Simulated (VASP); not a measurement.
# Pr (Fm-3m) in VASP: notebook

Runs on Pr. Level: r2SCAN. Tasks: single point.

All numbers are computed with VASP 6.6.1; they aren't measurements. Logs are shortened: lines on timing, memory, paths and dates and some standing lists are left out, and cuts for length are marked.

### Step 1. The cell of the first run

Symmetry: Fm-3m, No. 225, cubic system. The conventional cell has a = 4.507 Å, b = 4.507 Å, c = 4.507 Å, α = 90.00°, β = 90.00°, γ = 90.00°. Within 4.2 Å of Pr (site symmetry m-3m) lie 12 Pr at 3.19 Å.

### Step 2. Single point, r2SCAN

POSCAR

```
Pr
1.0
    0.0000000000      2.2536491730      2.2536491730
    2.2536491730      0.0000000000      2.2536491730
    2.2536491730      2.2536491730      0.0000000000
Pr
1
Direct
    0.0000000000      0.0000000000      0.0000000000
```

INCAR.step1

```
SYSTEM = Pr
PREC     = Accurate       ! precision mode
ENCUT    = 520            ! plane-wave cutoff, eV
ISMEAR   = -1             ! smearing method
SIGMA    = 0.1            ! smearing width, eV
LREAL    = .FALSE.        ! projectors in reciprocal space
LASPH    = .TRUE.         ! aspherical terms in the spheres
NELM     = 100            ! most SCF steps
NBANDS   = 12             ! bands
GGA      = PE             ! functional
ALGO     = Normal         ! electronic algorithm
EDIFF    = 1E-4           ! SCF threshold, eV
LWAVE    = .TRUE.         ! write WAVECAR
LCHARG   = .FALSE.        ! write CHGCAR
```

INCAR.step2

```
SYSTEM = Pr
PREC     = Accurate       ! precision mode
ENCUT    = 520            ! plane-wave cutoff, eV
EDIFF    = 1E-6           ! SCF threshold, eV
ISMEAR   = -1             ! smearing method
SIGMA    = 0.1            ! smearing width, eV
LREAL    = .FALSE.        ! projectors in reciprocal space
LASPH    = .TRUE.         ! aspherical terms in the spheres
NELM     = 100            ! most SCF steps
ALGO     = Normal         ! electronic algorithm
ISIF     = 2              ! what is computed and relaxed
LWAVE    = .FALSE.        ! write WAVECAR
LCHARG   = .TRUE.         ! write CHGCAR
METAGGA  = R2SCAN         ! meta-GGA
LMIXTAU  = .TRUE.       
LELF     = .TRUE.         ! ELF
LVHAR    = .TRUE.       
NBANDS   = 12             ! bands
ISTART   = 1
```

KPOINTS

```
Automatic mesh
0
G
  13 13 13
  0 0 0
```

Potentials or basis: VASP PAW PBE potentials, release 64 (Pr).

On the command line:

```
$ cat potpaw_PBE.64/Pr/POTCAR > POTCAR
$ cp INCAR.step1 INCAR
$ mpirun -np 1 vasp_std > vasp.out
$ cp INCAR.step2 INCAR
$ mpirun -np 1 vasp_std > vasp.out
```

OUTCAR:

```text
SYSTEM = Pr
   PREC = Accurate
   ENCUT = 520
   EDIFF = 1E-6
   ISMEAR = -1
   LREAL = .FALSE.
   LASPH = .TRUE.
   NELM = 100
   ISIF = 2
   METAGGA = R2SCAN
   ISTART = 1

 ion  position               nearest neighbor table
   1  0.000  0.000  0.000-

  LATTYP: Found a face centered cubic cell.
 ALAT       =     4.5072983460

  Lattice vectors:

 A1 = (   0.0000000000,   2.2536491730,   2.2536491730)
 A2 = (   2.2536491730,   0.0000000000,   2.2536491730)
 A3 = (   2.2536491730,   2.2536491730,   0.0000000000)

Analysis of symmetry for initial positions (statically):
=====================================================================
 Subroutine PRICEL returns:
 Original cell was already a primitive cell.

 Routine SETGRP: Setting up the symmetry group for a
 face centered cubic supercell.

 Subroutine GETGRP returns: Found 48 space group operations
 (whereof 48 operations were pure point group operations)
 out of a pool of 48 trial point group operations.

The static configuration has the point symmetry O_h .

Analysis of symmetry for dynamics (positions and initial velocities):
=====================================================================
 Subroutine PRICEL returns:
 Original cell was already a primitive cell.

 Routine SETGRP: Setting up the symmetry group for a
 face centered cubic supercell.

 Subroutine GETGRP returns: Found 48 space group operations
 (whereof 48 operations were pure point group operations)
 out of a pool of 48 trial point group operations.

The dynamic configuration has the point symmetry O_h .

 Subroutine INISYM returns: Found 48 space group operations
 (whereof 48 operations are pure point group operations),
 and found     1 'primitive' translations

----------------------------------------------------------------------------------------

                                     Primitive cell

  volume of cell :      22.8923

  direct lattice vectors                    reciprocal lattice vectors
     0.000000000  2.253649173  2.253649173    -0.221862394  0.221862394  0.221862394
     2.253649173  0.000000000  2.253649173     0.221862394 -0.221862394  0.221862394
     2.253649173  2.253649173  0.000000000     0.221862394  0.221862394 -0.221862394

  length of vectors
     3.187141225  3.187141225  3.187141225     0.384276938  0.384276938  0.384276938

  position of ions in fractional coordinates (direct lattice)
     0.000000000  0.000000000  0.000000000

  ion indices of the primitive-cell ions
   primitive index   ion index
                 1           1

----------------------------------------------------------------------------------------

 KPOINTS: Automatic mesh

Automatic generation of k-mesh.
 Grid dimensions read from file:
 generate k-points for:   13   13   13

 Generating k-lattice:

  Cartesian coordinates                     Fractional coordinates (reciprocal lattice)
    -0.017066338  0.017066338  0.017066338     0.076923077  0.000000000  0.000000000
     0.017066338 -0.017066338  0.017066338     0.000000000  0.076923077  0.000000000
     0.017066338  0.017066338 -0.017066338     0.000000000  0.000000000  0.076923077

  Length of vectors
     0.029559764  0.029559764  0.029559764

  Shift w.r.t. Gamma in fractional coordinates (k-lattice)
     0.000000000  0.000000000  0.000000000

 Subroutine IBZKPT returns following result:
 ===========================================

 Found     84 irreducible k-points:

 Following reciprocal coordinates:
            Coordinates               Weight
  0.000000  0.000000  0.000000      1.000000
  0.076923  0.000000  0.000000      8.000000
  0.153846  0.000000  0.000000      8.000000
  0.230769  0.000000  0.000000      8.000000
  0.307692  0.000000  0.000000      8.000000
  0.384615  0.000000  0.000000      8.000000
[... 16 lines left out ...]
  0.384615  0.153846  0.000000     24.000000
  0.461538  0.153846  0.000000     24.000000
 [... further k-points ...]
   k-points           NKPTS =     84   k-points in BZ     NKDIM =     84   number of bands    NBANDS=     12
   number of dos      NEDOS =    301   number of ions     NIONS =      1
   total plane-waves  NPLWV =  13824
   dimension x,y,z NGX =    24 NGY =   24 NGZ =   24
   dimension x,y,z NGXF=    48 NGYF=   48 NGZF=   48
   ions per type =               1
   NGX,Y,Z   is equivalent  to a cutoff of  12.52, 12.52, 12.52 a.u.
   NGXF,Y,Z  is equivalent  to a cutoff of  25.04, 25.04, 25.04 a.u.
 SYSTEM =  Pr
   PREC   = accura    normal or accurate (medium, high low for compatibility)
   ISTART =      1    job   : 0-new  1-cont  2-samecut
   ICHARG =      0    charge: 1-file 2-atom 10-const
   ISPIN  =      1    spin polarized calculation?
   LNONCOLLINEAR =      F non collinear calculations
   LSORBIT =      F    spin-orbit coupling
   LASPH  =      T    aspherical Exc in radial PAW
   ENCUT  =  520.0 eV  38.22 Ry    6.18 a.u.   5.93  5.93  5.93*2*pi/ulx,y,z
   NELM   =    100;   NELMIN=  2; NELMDL=  0     # of ELM steps
   EDIFF  = 0.1E-05   stopping-criterion for ELM
   LREAL  =      F    real-space projection
   EDIFFG = 0.1E-04   stopping-criterion for IOM
   NSW    =      0    number of steps for IOM
   IBRION =     -1    ionic relax: 0-MD 1-quasi-New 2-CG
   NFREE  =      0    steps in history (QN), initial steepest desc. (CG)
   ISIF   =      2    stress and relaxation
   ISYM   =      2    0-nonsym 1-usesym 2-fastsym
   POTIM  = 0.5000    time-step for ionic-motion
   TEBEG  =    0.0;   TEEND  =   0.0 temperature during run
   PSTRESS=    0.0 pullay stress
   NELECT =      13.0000    total number of electrons
   NUPDOWN=      -1.0000    fix difference up-down
   EMIN   =  10.00;   EMAX   =-10.00  energy-range for DOS
   EFERMI =   0.00;   METHOD = LEGACY
   ISMEAR =    -1;   SIGMA  =   0.10  broadening in eV -4-tet -1-fermi 0-gaus
   EFERMI_NEDOS =   21; number of points for ismear=-14 and -15
   IALGO  =     38    algorithm
   IMIX   =      4    mixing-type and parameters
     AMIX     =   0.40;   BMIX     =  1.00
     AMIX_MAG =   1.60;   BMIX_MAG =  1.00
  volume/ion in A,a.u.               =      22.89       154.48
  Fermi-wavevector in a.u.,A,eV,Ry     =   1.355688  2.561878 25.005998  1.837889
  Thomas-Fermi vector in A             =   2.482754
   LORBIT       =      0    0 simple, 1 ext, 2 COOP (PROOUT), +10 PAW based schemes
   METAGGA = R2SCAN    functional components
   LHFCALC =     F    Hartree Fock is set to
   AEXX    =    0.0000 exact exchange contribution
   IVDW    =     0    specifies the selected vdW correction
   LEPSILON=     F    determine dielectric tensor
   LRPA    =     F    only Hartree local field effects (RPA)
 non-spin polarized calculation
  energy-cutoff  :      520.00
  volume of cell :       22.89
 maximum number of plane-waves:       628
   NGX = 11   NGY = 11   NGZ = 11

 number of electron      12.9999998 magnetization

 Free energy of the ion-electron system (eV)
  ---------------------------------------------------
  ext. energy  EPLUGINS =         0.00000000
  ---------------------------------------------------
  free energy    TOTEN  =       -30.07200321 eV

  energy without entropy =      -29.86709897  energy(sigma->0) =      -29.96955109

 E-fermi :  10.0403     XC(G=0): -12.9312

 val. band max:       10.0320908695   @ k =   0.0000   0.0000   0.0000
 cond. band min:      10.0406145711   @ k =   0.3077   0.2308   0.0769
 fundamental gap:      0.0085237016
 Fermi energy:        10.0402814231

 k-point     1 :       0.0000    0.0000    0.0000
  band No.  band energies     occupation
      1     -27.5723      2.00000
      2      -6.9369      2.00000
      3      -6.9369      2.00000
      4      -6.9369      2.00000
      5       7.2717      2.00000
      6       9.2082      1.99951
      7      10.0321      1.04111
      8      10.0321      1.04097
      9      10.0321      1.04093
     10      11.0901      0.00006
     11      11.0901      0.00006
     12      11.0901      0.00006

 k-point     2 :       0.0769    0.0000    0.0000
  band No.  band energies     occupation
      1     -27.5315      2.00000
      2      -7.2043      2.00000
      3      -6.9654      2.00000
      4      -6.9654      2.00000
      5       7.5934      2.00000
      6       9.1505      1.99973
      7      10.0054      1.17250
      8      10.0451      0.97567
      9      10.0452      0.97553
     10      10.9450      0.00024
     11      10.9450      0.00024
     12      11.0916      0.00005

 k-point     3 :       0.1538    0.0000    0.0000
  band No.  band energies     occupation
      1     -27.4161      2.00000
      2      -7.8977      2.00000
      3      -7.0431      2.00000
      4      -7.0431      2.00000
      5       8.2372      2.00000
      6       9.1582      1.99970
      7       9.9293      1.50407
      8      10.0853      0.77861
      9      10.0853      0.77848
     10      10.7340      0.00194
     11      10.7340      0.00194
     12      11.0957      0.00005

 k-point     4 :       0.2308    0.0000    0.0000
  band No.  band energies     occupation
      1     -27.2476      2.00000
      2      -8.7863      2.00000
      3      -7.1500      2.00000
      4      -7.1500      2.00000
      5       8.2786      2.00000
      6       9.6813      1.94626
      7       9.8727      1.68462
      8      10.1531      0.48899
      9      10.1531      0.48889
     10      10.5874      0.00838
     11      10.5874      0.00837
     12      11.1016      0.00005

 k-point     5 :       0.3077    0.0000    0.0000
  band No.  band energies     occupation
      1     -27.0602      2.00000
      2      -9.6489      2.00000
      3      -7.2603      2.00000
      4      -7.2603      2.00000
      5       8.0297      2.00000
      6       9.6299      1.96753
      7      10.2073      0.31673
      8      10.2370      0.24529
      9      10.2371      0.24524
     10      10.5245      0.01566
     11      10.5245      0.01566
     12      11.1079      0.00005
[... 228 lines left out ...]
      1     -27.2379      2.00000
      2      -8.4258      2.00000
      3      -7.4031      2.00000
      4      -7.3751      2.00000
      5       8.6489      2.00000
      6       9.0887      1.99985
      7       9.9040      1.59229
      8      10.2017      0.33200
      9      10.2205      0.28323
     10      10.6530      0.00436
     11      10.6811      0.00329
     12      10.8617      0.00054

 k-point    22 :       0.3077    0.1538    0.0000
  band No.  band energies     occupation
      1     -27.0734      2.00000
      2      -9.1527      2.00000
      3      -7.5285      2.00000
      4      -7.5238      2.00000
      5       8.4731      2.00000
      6       9.3103      1.99865
      7       9.9426      1.45302
      8      10.2739      0.17631
      9      10.3620      0.07702
     10      10.5570      0.01133
     11      10.6171      0.00623
     12      10.8526      0.00059

 k-point    23 :       0.3846    0.1538    0.0000
  band No.  band energies     occupation
      1     -26.9058      2.00000
      2      -9.8202      2.00000
      3      -7.7161      2.00000
      4      -7.6081      2.00000
      5       8.3490      2.00000
      6       9.3728      1.99748
      7       9.9777      1.30295
      8      10.3336      0.10105
      9      10.4627      0.02886
     10      10.5241      0.01572
     11      10.5409      0.01331
     12      10.8317      0.00073

 k-point    24 :       0.4615    0.1538    0.0000
  band No.  band energies     occupation
      1     -26.7759      2.00000
      2     -10.2931      2.00000
      3      -7.9091      2.00000
      4      -7.6265      2.00000
      5       8.3273      2.00000
      6       9.2887      1.99891
      7      10.1003      0.70845
      8      10.3396      0.09544
      9      10.4096      0.04855
     10      10.5901      0.00816
     11      10.6308      0.00544
     12      10.7835      0.00118

 [... further k-points ...]
[... 5 lines left out ...]
  --------------------------------------------------------------------------------------
  -------------------------------------------------------------------------------------
  Total        0.2573513      0.2573513      0.2573513      0.0000000      0.0000000     -0.0000000
  in kB       18.0114198     18.0114198     18.0114198      0.0000000      0.0000000     -0.0000000
  external PRESSURE =      18.0114198 kB  Pullay stress =       0.0000000 kB

 VOLUME and BASIS-vectors are now :
 -----------------------------------------------------------------------------
  energy-cutoff  :      520.00
  volume of cell :       22.89
      direct lattice vectors                 reciprocal lattice vectors
     0.000000000  2.253649173  2.253649173    -0.221862394  0.221862394  0.221862394
     2.253649173  0.000000000  2.253649173     0.221862394 -0.221862394  0.221862394
     2.253649173  2.253649173  0.000000000     0.221862394  0.221862394 -0.221862394

 POSITION                                       TOTAL-FORCE (eV/Angst)
 -----------------------------------------------------------------------------------
      0.00000      0.00000      0.00000         0.000000      0.000000     -0.000000
 -----------------------------------------------------------------------------------
    total drift:                                0.000000     -0.000000     -0.000000

  FREE ENERGIE OF THE ION-ELECTRON SYSTEM (eV)
  ---------------------------------------------------
  free  energy   TOTEN  =       -30.0720032095 eV

  energy  without entropy=      -29.8670989735  energy(sigma->0) =      -29.96955109
```

Run time: 3.3 min. Hardware: 1 thread of AMD EPYC 7R43 (Zen 3), shared host; peak memory 0.14 GiB.

Results:

```yaml
Free_energy: -30.0720 eV
Pressure: 1.8 GPa
```

Caveat: the PAW data sets were made with another functional, which shifts forces and pressure a little; spin-orbit coupling is left out, which moves the levels of the heavy elements. Spin polarisation is off, so any magnetic state and its effect on volume and gap are missing.

### Step 3. Single point, r2SCAN

This run uses another cell than the first one, of 23.62 Å³/atom, 1.032 times its volume.

POSCAR

```
Pr
1.0
    0.0000000000      2.2771263748      2.2771263748
    2.2771263748      0.0000000000      2.2771263748
    2.2771263748      2.2771263748      0.0000000000
Pr
1
Direct
    0.0000000000      0.0000000000      0.0000000000
```

INCAR.step1

```
SYSTEM = Pr
ALGO = Normal
EDIFF = 1E-4
ENCUT = 520
GGA = PE
ISMEAR = -1
LASPH = .TRUE.
LCHARG = .FALSE.
LREAL = .FALSE.
LWAVE = .TRUE.
NBANDS = 12
NELM = 80
PREC = Accurate
SIGMA = 0.1
```

INCAR.step2

```
SYSTEM = Pr
ALGO = Normal
EDIFF = 1E-6
ENCUT = 520
ISIF = 2
ISMEAR = -1
ISTART = 1
LASPH = .TRUE.
LCHARG = .FALSE.
LMIXTAU = .TRUE.
LREAL = .FALSE.
LWAVE = .FALSE.
METAGGA = R2SCAN
NBANDS = 12
NELM = 80
PREC = Accurate
SIGMA = 0.1
```

KPOINTS

```
k-points
0
G
  13 13 13
  0 0 0
```

Potentials or basis: VASP PAW PBE potentials, release 64 (Pr).

On the command line:

```
$ cat potpaw_PBE.64/Pr/POTCAR > POTCAR
$ cp INCAR.step1 INCAR
$ mpirun -np 1 vasp_std > vasp.out
$ cp INCAR.step2 INCAR
$ mpirun -np 1 vasp_std > vasp.out
```

Run time: 2.9 min. Hardware: 1 thread of AMD EPYC 7R43 (Zen 3), shared host; peak memory 0.13 GiB.

The run converged. Its results:

| Quantity | Value |
| --- | --- |
| Free energy | -30.0785 eV |
| Pressure | 0.9 GPa |

Levels at points of the mesh, in eV from the Fermi level:
| k point | band 3 | band 4 | band 5 | band 6 | band 7 | band 8 | band 9 | band 10 |
| --- | --- | --- | --- | --- | --- | --- | --- | --- |
| (0.00, 0.00, 0.00) | -17.09 | -17.09 | -2.90 | -0.82 | -0.02 | -0.02 | -0.02 | 1.06 |

Caveat: the PAW data sets were made with another functional, which shifts forces and pressure a little; spin-orbit coupling is left out, which moves the levels of the heavy elements.
